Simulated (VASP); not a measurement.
# Al4Ni: relaxation of cell and atoms with PBE

Al4Ni:

```
CELL_PARAMETERS angstrom
4.34736 0.00000 0.00000
-2.17368 3.76492 0.00000
0.00000 0.00000 5.37072
ATOMIC_POSITIONS crystal
Al 0.33333 0.66667 0.24896
Al 0.33333 0.66667 0.75104
Al 0.66667 0.33333 0.75104
Al 0.66667 0.33333 0.24896
Ni 0.00000 0.00000 0.50000
```

The cell was generated, and may not be a known phase.

```yaml
Program: VASP 6.6.1
Task: relaxation of cell and atoms
Functional: PBE
Potentials_or_basis: VASP PAW PBE potentials, release 64 (Al, Ni)
Cutoff: 600 eV
k_mesh: 12 × 12 × 8
Occupations: gaussian, width 0.1 eV
Spin: no spin polarisation
Dipole_correction: no
Further_INCAR_settings: ALGO = Fast; EDIFF = 1e-06; IBRION = 2; EDIFFG = -0.01; NSW = 100; ISIF = 3
```

```json
{"Relaxed volume": "17.60 Å³/atom", "Relaxed cell": "a = 4.337 Å, b = 4.337 Å, c = 5.402 Å, α = 90.00°, β = 90.00°, γ = 120.00°", "Space group after relaxing (to 0.1 Å)": "P6/mmm (No. 191)", "Energy gained by relaxing": "4.0 meV/atom", "Ionic steps": "4", "Pressure after relaxing": "-0.1 GPa", "Band gap on the k mesh": "zero (bands 11 and 12 overlap by 1.36 eV)"}
```

The path:
```
step  energy change (eV)  largest force (eV/Å)  pressure (GPa)  volume (Å³)
   1              0.0000                0.0774           -0.07        87.91
   2             -0.0200                0.0090            0.18        87.80
   3             -0.0200                0.0096            0.14        87.80
   4             -0.0201                0.0009           -0.07        87.99
```

Final structure:
```yaml
crystal:
  lattice:
    - [4.33706, 0.00000, 0.00000]
    - [-2.16853, 3.75600, 0.00000]
    - [0.00000, 0.00000, 5.40155]
  atoms:
    - { symbol: Al, position: [0.33333, 0.66667, 0.24817] }
    - { symbol: Al, position: [0.33333, 0.66667, 0.75183] }
    - { symbol: Al, position: [0.66667, 0.33333, 0.75183] }
    - { symbol: Al, position: [0.66667, 0.33333, 0.24817] }
    - { symbol: Ni, position: [0.00000, 0.00000, 0.50000] }
```

Levels at points of the mesh, in eV from the Fermi level:
```csv
k point,band 9,band 10,band 11,band 12,band 13,band 14
"(0.00, 0.00, 0.00)",-0.14,0.08,0.08,0.91,0.91,2.20
"(0.50, 0.00, 0.00)",-1.97,-1.76,-1.30,-0.56,0.61,1.83
"(0.00, 0.00, 0.50)",0.04,0.67,0.81,1.14,1.14,1.18
"(0.50, 0.00, 0.50)",-1.60,-1.53,-0.19,0.49,0.76,2.68
```

It took 11 min on 1 thread of Intel Xeon 8259CL, with other jobs on the host, peak memory 0.36 GiB.

Spin polarisation is off, so any magnetic state and its effect on volume and gap are missing.
